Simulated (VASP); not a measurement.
NiPt5:

```
CELL_PARAMETERS angstrom
2.77390 0.00000 0.00000
-1.38695 2.40227 0.00000
0.00000 0.00000 13.58929
ATOMIC_POSITIONS crystal
Ni 0.00000 0.00000 0.00000
Pt 0.33333 0.66667 0.83333
Pt 0.66667 0.33333 0.66667
Pt 0.00000 0.00000 0.50000
Pt 0.33333 0.66667 0.33333
Pt 0.66667 0.33333 0.16667
```

| Item | Value |
| --- | --- |
| Program | VASP 6.6.1 |
| Task | relaxation of cell and atoms |
| Functional | PBE |
| Potentials or basis | VASP PAW PBE potentials, release 64 (Ni, Pt) |
| Cutoff | 600 eV |
| k mesh | 6 × 6 × 2 |
| Occupations | gaussian, width 0.1 eV |
| Spin | collinear spin, ferromagnetic start |
| Starting moments | [2.0, 0.0, 0.0, 0.0, 0.0, 0.0] μB |

At the start: pressure -0.7 GPa; volume 15.09 Å³/atom.

Task: How do energy, volume and symmetry change on relaxing?

Result: Over 11 steps the energy falls by 52.4 meV/atom and the volume is 14.88 Å³/atom (-1.4 %); space group P-3m1 (No. 164, to 0.1 Å) before and after; moment 1.23 μB per cell.

Step by step:
```
step  energy change (eV)  largest force (eV/Å)  pressure (GPa)  volume (Å³)
   1              0.0000                1.4998           -0.71        90.55
   2             -0.1678                0.7964            0.44        89.67
   3             -0.2121                0.8377            2.30        88.94
   4             -0.2538                0.4619           -5.19        91.57
   5             -0.2650                0.5711           -2.95        90.72
   6             -0.3025                0.2603            2.03        88.63
   7             -0.3071                0.2528            0.53        89.14
   8             -0.3140                0.0450           -0.48        89.52
   9             -0.3140                0.0580           -0.50        89.49
  10             -0.3131                0.0541            1.15        88.96
  11             -0.3144                0.0354            0.07        89.29
```

Final structure:
```yaml
crystal:
  lattice:
    - [2.75926, 0.00000, 0.00000]
    - [-1.37963, 2.38959, 0.00000]
    - [0.00000, 0.00000, 13.54196]
  atoms:
    - { symbol: Ni, position: [0.00000, 0.00000, 0.00000] }
    - { symbol: Pt, position: [0.33333, 0.66667, 0.84789] }
    - { symbol: Pt, position: [0.66667, 0.33333, 0.67321] }
    - { symbol: Pt, position: [0.00000, 0.00000, 0.50000] }
    - { symbol: Pt, position: [0.33333, 0.66667, 0.32679] }
    - { symbol: Pt, position: [0.66667, 0.33333, 0.15211] }
```

Caveat: the k points lie up to 0.44 Å⁻¹ apart in the final cell.
